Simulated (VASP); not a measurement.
Runs of VASP 6.6.1 on KF. The structure is that of space group P6_3/mmc (No. 194), or close to it. The cells are those of the table. 

```csv
level,cell,smearing,gap on the mesh (eV),pressure (GPa)
PBE,"a = 4.485, b = 4.485, c = 5.330 Å, angles 90.0, 90.0, 120.0°, 4 atoms",fermi-dirac 0.02 eV,5.35,0.9
r2SCAN,"a = 4.459, b = 4.459, c = 5.272 Å, angles 90.0, 90.0, 120.0°, 4 atoms",gaussian 0.01 eV,5.99,0.3
r2SCAN,"a = 4.485, b = 4.485, c = 5.330 Å, angles 90.0, 90.0, 120.0°, 4 atoms",gaussian 0.01 eV,(a),-0.3
PBE,"a = 4.459, b = 4.459, c = 5.272 Å, angles 90.0, 90.0, 120.0°, 4 atoms",fermi-dirac 0.02 eV,5.41,(b)
```

Alike in all rows: task single point; potentials or basis VASP PAW PBE potentials, release 64 (K_sv, F); no spin polarisation; k mesh 6 × 6 × 6; cutoff (eV) 520.

Task: Fill in the values left out.

Result: (a) 5.94; (b) 1.6.

Caveats: the PAW data sets were made with another functional, which shifts forces and pressure a little (at least some runs).

A k mesh can miss the band edges.
